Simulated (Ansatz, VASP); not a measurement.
## CdS in VASP and in Ansatz

The input INCAR:

```
SYSTEM = CdS
PREC     = Accurate       ! precision mode
ENCUT    = 500            ! plane-wave cutoff, eV
EDIFF    = 1E-6           ! SCF threshold, eV
ISMEAR   = 0              ! smearing method
SIGMA    = 0.02           ! smearing width, eV
LREAL    = .False.        ! projectors in reciprocal space
LASPH    = .True.         ! aspherical terms in the spheres
NELM     = 120            ! most SCF steps
ALGO     = Normal         ! electronic algorithm
ISIF     = 2              ! what is computed and relaxed
LWAVE    = .False.        ! write WAVECAR
LCHARG   = .False.        ! write CHGCAR
GGA      = PE             ! functional
NBANDS   = 16             ! bands
GGA_COMPAT= .False.
```

KPOINTS

```
regular mesh
0
Gamma
  4 4 4
  0 0 0
```

File POSCAR:

```
CdS
1.0
    0.0000000000      2.9165000000      2.9165000000
    2.9165000000      0.0000000000      2.9165000000
    2.9165000000      2.9165000000      0.0000000000
Cd S
1 1
Direct
    0.0000000000      0.0000000000      0.0000000000
    0.2500000000      0.2500000000      0.2500000000
```

Input for Ansatz:

```yaml
crystal:
  lattice:
    - [0.0, 2.9165, 2.9165]
    - [2.9165, 0.0, 2.9165]
    - [2.9165, 2.9165, 0.0]
  atoms:
    - { symbol: Cd, position: [0.0, 0.0, 0.0] }
    - { symbol: S, position: [0.25, 0.25, 0.25] }
basis:
  ecutwfc: 420
kpoints:
  mp_grid: { grid: [4, 4, 4] }
hamiltonian:
  xc: pbe
  pseudopotentials: { kind: paw }
scf:
  occupations: { method: gaussian, width: 0.02 }
output:
  forces: true
  stress: true
  eigenvalues: true
```

Alike in both runs: task single point; functional PBE; k mesh 4 × 4 × 4; occupations gaussian, width 0.02 eV; no spin polarisation.

|  | VASP | Ansatz |
| --- | --- | --- |
| version | VASP 6.6.1 | Ansatz 0.2.0 |
| potentials or method | VASP PAW PBE potentials, release 64 (Cd, S), cutoff 500 eV | scalar-relativistic, plane waves, PAW |
| valence electrons in the cell | 18 | 26 |

```tsv
	VASP	Ansatz	Ansatz less VASP
gap on the k mesh at the Fermi level (eV)	1.14	1.13	-0.004
least direct gap on the mesh (eV)	1.14	1.13	-0.004
pressure (GPa)	3.4	3.0	-0.35
```

VASP's potentials hold 18 valence electrons a cell and Ansatz's 26, so a difference there can come from the potentials and not from the codes.

The k mesh is coarse, so the values compare programs but aren't converged.
